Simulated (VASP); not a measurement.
# Ni (P6_3/mmc) in VASP: a series of runs

Runs on Ni. Level: revPBE. Tasks: single point, relaxation of cell and atoms.

Program: VASP 6.6.1. These are calculated values, not measurements. Logs are shortened: lines on timing, memory, paths and dates and some standing lists are left out, and cuts for length are marked.

### Step 1. The cell of the first run

The structure is hexagonal, space group P6_3/mmc (No. 194). The conventional cell has a = 2.437 Å, b = 2.437 Å, c = 7.976 Å, α = 90.00°, β = 90.00°, γ = 120.00°. Within 3.2 Å of Ni (site symmetry -3m) lie 12 Ni at 2.44 Å. Within 3.2 Å of Ni (site symmetry -6m2) lie 12 Ni at 2.44 Å.

This isn't the form of Ni at room conditions, which is fcc.

### Step 2. Single point, revPBE, collinear spin, ferromagnetic start (10.25 Å³/atom)

Contents of INCAR:

```
SYSTEM = Ni
ALGO = Normal
EDIFF = 1E-6
ENCUT = 520
GGA = RE
ISIF = 2
ISMEAR = -1
ISPIN = 2
LASPH = .True.
LCHARG = .False.
LMAXMIX = 4
LORBIT = 11
LREAL = .False.
LWAVE = .False.
MAGMOM = -0.696 -0.696 -0.705 -0.705
NBANDS = 32
NELM = 150
PREC = Accurate
SIGMA = 0.05
```

Contents of KPOINTS:

```
k-points
0
Gamma
  16 16 5
  0 0 0
```

Contents of POSCAR:

```
Ni
1.0
    2.4368380038      0.0000000000      0.0000000000
   -1.2184190019      2.1103636162      0.0000000000
    0.0000000000      0.0000000000      7.9760810491
Ni
4
Direct
    0.0000000000      0.0000000000      1.0000000000
    0.0000000000      0.0000000000      0.5000000000
    0.3333333333      0.6666666667      0.2500000000
    0.6666666667      0.3333333333      0.7500000000
```

Potentials or basis: VASP PAW PBE potentials, release 64 (Ni).

The run is started by

```
$ cat potpaw_PBE.64/Ni/POTCAR > POTCAR
$ mpirun -np 1 vasp_std > vasp.out
```

OUTCAR:

```text
SYSTEM = Ni
   EDIFF = 1E-6
   ENCUT = 520
   GGA = RE
   ISIF = 2
   ISMEAR = -1
   ISPIN = 2
   LASPH = .True.
   LORBIT = 11
   LREAL = .False.
   NELM = 150
   PREC = Accurate

 ion  position               nearest neighbor table
   1  0.000  0.000  0.000-   3 2.44   4 2.44   4 2.44   3 2.44   4 2.44   3 2.44
   2  0.000  0.000  0.500-   3 2.44   4 2.44   4 2.44   3 2.44   4 2.44   3 2.44
   3  0.333  0.667  0.250-   1 2.44   2 2.44   1 2.44   2 2.44   1 2.44   2 2.44
   4  0.667  0.333  0.750-   1 2.44   2 2.44   1 2.44   2 2.44   1 2.44   2 2.44

  LATTYP: Found a hexagonal cell.
 ALAT       =     2.4368380038
 C/A-ratio  =     3.2731273218

  Lattice vectors:

 A1 = (   2.4368380038,   0.0000000000,   0.0000000000)
 A2 = (  -1.2184190019,   2.1103636162,   0.0000000000)
 A3 = (   0.0000000000,   0.0000000000,   7.9760810491)

Analysis of symmetry for initial positions (statically):
=====================================================================
 Subroutine PRICEL returns:
 Original cell was already a primitive cell.

 Routine SETGRP: Setting up the symmetry group for a
 hexagonal supercell.

 Subroutine GETGRP returns: Found 24 space group operations
 (whereof 12 operations were pure point group operations)
 out of a pool of 24 trial point group operations.

The static configuration has the point symmetry D_3d.
 The point group associated with its full space group is D_6h.

Analysis of symmetry for dynamics (positions and initial velocities):
=====================================================================
 Subroutine PRICEL returns:
 Original cell was already a primitive cell.

 Routine SETGRP: Setting up the symmetry group for a
 hexagonal supercell.

 Subroutine GETGRP returns: Found 24 space group operations
 (whereof 12 operations were pure point group operations)
 out of a pool of 24 trial point group operations.

The dynamic configuration has the point symmetry D_3d.
 The point group associated with its full space group is D_6h.

Analysis of structural, dynamic, and magnetic symmetry:
=====================================================================
 Subroutine PRICEL returns:
 Original cell was already a primitive cell.

 Routine SETGRP: Setting up the symmetry group for a
 hexagonal supercell.

 Subroutine GETGRP returns: Found 24 space group operations
 (whereof 12 operations were pure point group operations)
 out of a pool of 24 trial point group operations.

The overall configuration has the point symmetry D_3d.
 The point group associated with its full space group is D_6h.

 Subroutine INISYM returns: Found 24 space group operations
 (whereof 12 operations are pure point group operations),
 and found     1 'primitive' translations

----------------------------------------------------------------------------------------

                                     Primitive cell

  volume of cell :      41.0179

  direct lattice vectors                    reciprocal lattice vectors
     2.436838004  0.000000000  0.000000000     0.410367861  0.236925995  0.000000000
    -1.218419002  2.110363616  0.000000000     0.000000000  0.473851990  0.000000000
     0.000000000  0.000000000  7.976081049     0.000000000  0.000000000  0.125374854

  length of vectors
     2.436838004  2.436838004  7.976081049     0.473851990  0.473851990  0.125374854

  position of ions in fractional coordinates (direct lattice)
     0.000000000  0.000000000  0.000000000
     0.000000000  0.000000000  0.500000000
     0.333333333  0.666666667  0.250000000
     0.666666667  0.333333333  0.750000000

  ion indices of the primitive-cell ions
   primitive index   ion index
                 1           1
                 2           2
                 3           3
                 4           4

----------------------------------------------------------------------------------------

 KPOINTS: k-points

Automatic generation of k-mesh.
 Grid dimensions read from file:
 generate k-points for:   16   16    5

 Generating k-lattice:

  Cartesian coordinates                     Fractional coordinates (reciprocal lattice)
     0.025647991  0.014807875  0.000000000     0.062500000  0.000000000  0.000000000
     0.000000000  0.029615749  0.000000000     0.000000000  0.062500000  0.000000000
     0.000000000  0.000000000  0.025074971     0.000000000  0.000000000  0.200000000

  Length of vectors
     0.029615749  0.029615749  0.025074971

  Shift w.r.t. Gamma in fractional coordinates (k-lattice)
     0.000000000  0.000000000  0.000000000

 Subroutine IBZKPT returns following result:
 ===========================================

 Found     90 irreducible k-points:

 Following reciprocal coordinates:
            Coordinates               Weight
  0.000000  0.000000  0.000000      1.000000
  0.062500  0.000000  0.000000      6.000000
  0.125000  0.000000  0.000000      6.000000
  0.187500  0.000000  0.000000      6.000000
  0.250000  0.000000  0.000000      6.000000
  0.312500  0.000000  0.000000      6.000000
[... 16 lines left out ...]
  0.187500  0.187500  0.000000      6.000000
  0.250000  0.187500  0.000000     12.000000
 [... further k-points ...]
   k-points           NKPTS =     90   k-points in BZ     NKDIM =     90   number of bands    NBANDS=     32
   number of dos      NEDOS =    301   number of ions     NIONS =      4
   total plane-waves  NPLWV =  19440
   dimension x,y,z NGX =    18 NGY =   18 NGZ =   60
   dimension x,y,z NGXF=    36 NGYF=   36 NGZF=  120
   ions per type =               4
   NGX,Y,Z   is equivalent  to a cutoff of  12.28, 12.28, 12.51 a.u.
   NGXF,Y,Z  is equivalent  to a cutoff of  24.56, 24.56, 25.01 a.u.
 SYSTEM =  Ni
   PREC   = accura    normal or accurate (medium, high low for compatibility)
   ISTART =      0    job   : 0-new  1-cont  2-samecut
   ICHARG =      2    charge: 1-file 2-atom 10-const
   ISPIN  =      2    spin polarized calculation?
   LNONCOLLINEAR =      F non collinear calculations
   LSORBIT =      F    spin-orbit coupling
   LASPH  =      T    aspherical Exc in radial PAW
   ENCUT  =  520.0 eV  38.22 Ry    6.18 a.u.   4.53  4.53 14.83*2*pi/ulx,y,z
   NELM   =    150;   NELMIN=  2; NELMDL= -5     # of ELM steps
   EDIFF  = 0.1E-05   stopping-criterion for ELM
   LREAL  =      F    real-space projection
[... 7 lines left out ...]
   TEBEG  =    0.0;   TEEND  =   0.0 temperature during run
   PSTRESS=    0.0 pullay stress
   NELECT =      40.0000    total number of electrons
   NUPDOWN=      -1.0000    fix difference up-down
   EMIN   =  10.00;   EMAX   =-10.00  energy-range for DOS
   EFERMI =   0.00;   METHOD = LEGACY
   ISMEAR =    -1;   SIGMA  =   0.05  broadening in eV -4-tet -1-fermi 0-gaus
   EFERMI_NEDOS =   21; number of points for ismear=-14 and -15
   IALGO  =     38    algorithm
   IMIX   =      4    mixing-type and parameters
     AMIX     =   0.40;   BMIX     =  1.00
     AMIX_MAG =   1.60;   BMIX_MAG =  1.00
  volume/ion in A,a.u.               =      10.25        69.20
  Fermi-wavevector in a.u.,A,eV,Ry     =   1.623443  3.067862 35.859060  2.635567
  Thomas-Fermi vector in A             =   2.716892
   LORBIT       =     11    0 simple, 1 ext, 2 COOP (PROOUT), +10 PAW based schemes
   GGA     = RE    functional components
   LHFCALC =     F    Hartree Fock is set to
   AEXX    =    0.0000 exact exchange contribution
   IVDW    =     0    specifies the selected vdW correction
   LEPSILON=     F    determine dielectric tensor
   LRPA    =     F    only Hartree local field effects (RPA)
 spin polarized calculation
  energy-cutoff  :      520.00
  volume of cell :       41.02
 maximum number of plane-waves:      1133
   NGX =  9   NGY =  9   NGZ = 29

 number of electron      39.9999954 magnetization      -2.3785970

 Free energy of the ion-electron system (eV)
  ---------------------------------------------------
  ext. energy  EPLUGINS =         0.00000000
  ---------------------------------------------------
  free energy    TOTEN  =       -20.04391353 eV

  energy without entropy =      -19.98785305  energy(sigma->0) =      -20.01588329

 E-fermi :  10.3569     XC(G=0): -13.5195

 val. band max:       10.3545790510   @ k =   0.3750   0.1875   0.4000
 cond. band min:      10.3574496047   @ k =   0.1250   0.0000   0.4000
 fundamental gap:      0.0028705538
 Fermi energy:        10.3569413676

 spin component 1

 k-point     1 :       0.0000    0.0000    0.0000
  band No.  band energies     occupation
      1       0.8806      1.00000
      2       3.2213      1.00000
      3       3.2231      1.00000
      4       5.5964      1.00000
      5       8.0411      1.00000
      6       8.0458      1.00000
[... 24 lines left out ...]
     31      36.0652      0.00000
     32      36.0660      0.00000

 k-point     2 :       0.0625    0.0000    0.0000
  band No.  band energies     occupation
      1       1.0231      1.00000
      2       3.3464      1.00000
      3       3.3481      1.00000
      4       5.6922      1.00000
      5       7.9643      1.00000
      6       8.0057      1.00000
[... 24 lines left out ...]
     31      34.3884      0.00000
     32      34.9038      0.00000
[... 733 lines left out ...]
     31      25.2613      0.00000
     32      27.9923      0.00000

 k-point    24 :       0.2500    0.1875    0.0000
  band No.  band energies     occupation
      1       5.2296      1.00000
      2       6.0330      1.00000
      3       6.0648      1.00000
      4       6.7951      1.00000
      5       6.9478      1.00000
      6       7.2070      1.00000
[... 24 lines left out ...]
     31      24.3039      0.00000
     32      27.9072      0.00000

 [... further k-points ...]

 spin component 2

 k-point     1 :       0.0000    0.0000    0.0000
  band No.  band energies     occupation
      1       0.9299      1.00000
      2       3.2389      1.00000
      3       3.2434      1.00000
      4       5.1979      1.00000
      5       7.4008      1.00000
      6       7.4728      1.00000
[... 24 lines left out ...]
     31      35.9912      0.00000
     32      35.9912      0.00000

 k-point     2 :       0.0625    0.0000    0.0000
  band No.  band energies     occupation
      1       1.0722      1.00000
      2       3.3631      1.00000
      3       3.3675      1.00000
      4       5.2881      1.00000
      5       7.3169      1.00000
      6       7.4298      1.00000
[... 24 lines left out ...]
     31      34.3195      0.00000
     32      34.9545      0.00000
[... 733 lines left out ...]
     31      25.1623      0.00000
     32      27.9342      0.00000

 k-point    24 :       0.2500    0.1875    0.0000
  band No.  band energies     occupation
      1       5.1547      1.00000
      2       5.7698      1.00000
      3       5.7794      1.00000
      4       6.4110      1.00000
      5       6.4158      1.00000
      6       6.7135      1.00000
[... 24 lines left out ...]
     31      24.1892      0.00000
     32      27.8561      0.00000

 [... further k-points ...]

------------------------ aborting loop because EDIFF is reached ----------------------------------------

  FORCE on cell =-STRESS in cart. coord.  units (eV):
  Direction    XX          YY          ZZ          XY          YZ          ZX
  --------------------------------------------------------------------------------------
  -------------------------------------------------------------------------------------
  Total        4.6024214      4.6024214      4.7883224      0.0000000     -0.0000000      0.0000000
  in kB      179.7725822    179.7725822    187.0339553      0.0000000     -0.0000000      0.0000000
  external PRESSURE =     182.1930399 kB  Pullay stress =       0.0000000 kB

 VOLUME and BASIS-vectors are now :
 -----------------------------------------------------------------------------
  energy-cutoff  :      520.00
  volume of cell :       41.02
      direct lattice vectors                 reciprocal lattice vectors
     2.436838004  0.000000000  0.000000000     0.410367861  0.236925995  0.000000000
    -1.218419002  2.110363616  0.000000000     0.000000000  0.473851990  0.000000000
     0.000000000  0.000000000  7.976081049     0.000000000  0.000000000  0.125374854

 POSITION                                       TOTAL-FORCE (eV/Angst)
 -----------------------------------------------------------------------------------
      0.00000      0.00000      0.00000         0.000000      0.000000      0.000000
      0.00000      0.00000      3.98804         0.000000      0.000000      0.000000
     -0.00000      1.40691      1.99402         0.000000     -0.000000      0.000000
      1.21842      0.70345      5.98206        -0.000000      0.000000     -0.000000
 -----------------------------------------------------------------------------------
    total drift:                                0.000000     -0.000000      0.000000

  FREE ENERGIE OF THE ION-ELECTRON SYSTEM (eV)
  ---------------------------------------------------
  free  energy   TOTEN  =       -20.0439135259 eV

  energy  without entropy=      -19.9878530547  energy(sigma->0) =      -20.01588329

 total charge

# of ion       s       p       d       tot
------------------------------------------
    1        0.522   0.550   8.346   9.418
    2        0.522   0.550   8.346   9.418
    3        0.522   0.553   8.343   9.418
    4        0.522   0.553   8.343   9.418
--------------------------------------------------
tot          2.087   2.206  33.378  37.671

 magnetization (x)

# of ion       s       p       d       tot
------------------------------------------
    1        0.007   0.027  -0.628  -0.594
    2        0.007   0.027  -0.628  -0.594
    3        0.007   0.027  -0.643  -0.609
    4        0.007   0.027  -0.643  -0.609
--------------------------------------------------
tot          0.027   0.108  -2.541  -2.406
```

It took 1.8 min on 1 thread of Intel Xeon 6975P-C (Granite Rapids), shared host; peak memory 0.27 GiB.

What came out:

| Item | Value |
| --- | --- |
| Free energy | -20.0439 eV |
| Pressure | 18.2 GPa |
| Net moment | -2.38 μB per cell |
| Site moments | Ni -0.59, -0.61 (each value once) μB |
| Valence electrons inside the program's atomic spheres | Ni 9.42 |

Stress tensor (GPa, compression positive):
```
17.98  0.00  0.00
 0.00 17.98  0.00
 0.00  0.00 18.70
```

Caveat: the cell stands under pressure; the PAW data sets were made with another functional, which shifts forces and pressure a little.

### Step 3. Relaxation of cell and atoms, revPBE, collinear spin, antiferromagnetic start

This run uses another cell than the first one, of 10.94 Å³/atom.

Contents of INCAR:

```
SYSTEM = Ni
  PREC = Accurate
  ENCUT = 600
  EDIFF = 1E-7
  ISMEAR = -1
  SIGMA = 0.05
  LREAL = .False.
  LASPH = .True.
  NELM = 150
  ALGO = Normal
  ISIF = 3
  LWAVE = .False.
  LCHARG = .False.
  ISPIN = 2
  MAGMOM = 0.8 0.8 -0.8 -0.8
  LORBIT = 11
  LMAXMIX = 4
  GGA = RE
  IBRION = 2
  NSW = 80
  EDIFFG = -0.01
```

Contents of KPOINTS:

```
Automatic mesh
0
Gamma
  14 14 4
  0 0 0
```

Contents of POSCAR:

```
Ni
1.0
    2.4917559660      0.0000000000      0.0000000000
   -1.2458779830      2.1579239666      0.0000000000
    0.0000000000      0.0000000000      8.1380749850
Ni
4
Direct
    0.0000000000      0.0000000000      0.0000000000
    0.0000000000      0.0000000000      0.5000000000
    0.3333333333      0.6666666667      0.2500000000
    0.6666666667      0.3333333333      0.7500000000
```

Potentials or basis: VASP PAW PBE potentials, release 64 (Ni).

The run is started by

```
$ cat potpaw_PBE.64/Ni/POTCAR > POTCAR
$ mpirun -np 1 vasp_std > vasp.out
```

Wall time 24 min (1 thread of Oxide Virtual Turin-like, shared host); peak memory 0.25 GiB.

It converged, with:

```yaml
Free_energy: -20.0238 eV
Relaxed_volume: 11.10 Å³/atom
Relaxed_cell: a = 2.500 Å, b = 2.500 Å, c = 8.202 Å, α = 90.00°, β = 90.00°, γ = 120.00°
Space_group_after_relaxing_to_0.1_Å: P6_3/mmc (No. 194)
Energy_gained_by_relaxing: 1.4 meV/atom
Ionic_steps: 5
Pressure_after_relaxing: 0.0 GPa
Net_moment: 0.05 μB per cell
Site_moments: Ni +0.27, -0.24 (each value once) μB
Valence_electrons_inside_the_program's_atomic_spheres: Ni 9.27
```

Stress tensor (GPa, compression positive):
```
-0.09  0.00  0.00
 0.00 -0.09  0.00
 0.00  0.00  0.12
```

Step by step:
| step | energy change (eV) | largest force (eV/Å) | pressure (GPa) | volume (Å³) |
| --- | --- | --- | --- | --- |
| 1 | 0.0000 | 0.0000 | 2.64 | 43.76 |
| 2 | -0.0021 | 0.0000 | -2.07 | 44.91 |
| 3 | -0.0054 | 0.0000 | -0.05 | 44.39 |
| 4 | -0.0054 | 0.0000 | -0.07 | 44.41 |
| 5 | -0.0056 | 0.0000 | -0.02 | 44.39 |

Final structure:
```cif
data_structure
_symmetry_space_group_name_H-M 'P 1'
_symmetry_Int_Tables_number 1
_cell_length_a 2.5000
_cell_length_b 2.5000
_cell_length_c 8.2020
_cell_angle_alpha 90.000
_cell_angle_beta 90.000
_cell_angle_gamma 120.000
_cell_volume 44.39
loop_
_atom_site_label
_atom_site_type_symbol
_atom_site_fract_x
_atom_site_fract_y
_atom_site_fract_z
_atom_site_occupancy
Ni1 Ni 0.00000 0.00000 0.00000 1
Ni2 Ni 0.00000 0.00000 0.50000 1
Ni3 Ni 0.33333 0.66667 0.25000 1
Ni4 Ni 0.66667 0.33333 0.75000 1
```

Levels at points of the mesh, in eV from the Fermi level:
Spin up:
```tsv
k point	band 18	band 19	band 20	band 21	band 22	band 23
(0.00, 0.00, 0.00)	-0.56	-0.56	-0.47	-0.47	-0.17	-0.07
(0.50, 0.00, 0.00)	0.19	0.19	0.21	0.48	1.50	2.50
(0.00, 0.00, 0.50)	-0.80	-0.80	-0.80	-0.22	-0.22	-0.22
(0.50, 0.00, 0.50)	-0.16	0.21	0.21	1.45	1.45	2.88
```
Spin down:
```
           k point  band 17  band 18  band 19  band 20  band 21  band 22  band 23  band 24
(0.00, 0.00, 0.00)    -0.88    -0.72    -0.72    -0.37    -0.37    -0.17    -0.08    -0.08
(0.50, 0.00, 0.00)     0.03     0.12     0.22     0.23     0.42     1.48     2.68     3.06
(0.00, 0.00, 0.50)    -0.78    -0.78    -0.78    -0.78    -0.22    -0.22    -0.22    -0.22
(0.50, 0.00, 0.50)    -0.13    -0.13     0.22     0.22     1.51     1.51     2.84     2.84
```

Caveat: the highest band is partly filled, so the run has too few bands; the PAW data sets were made with another functional, which shifts forces and pressure a little.
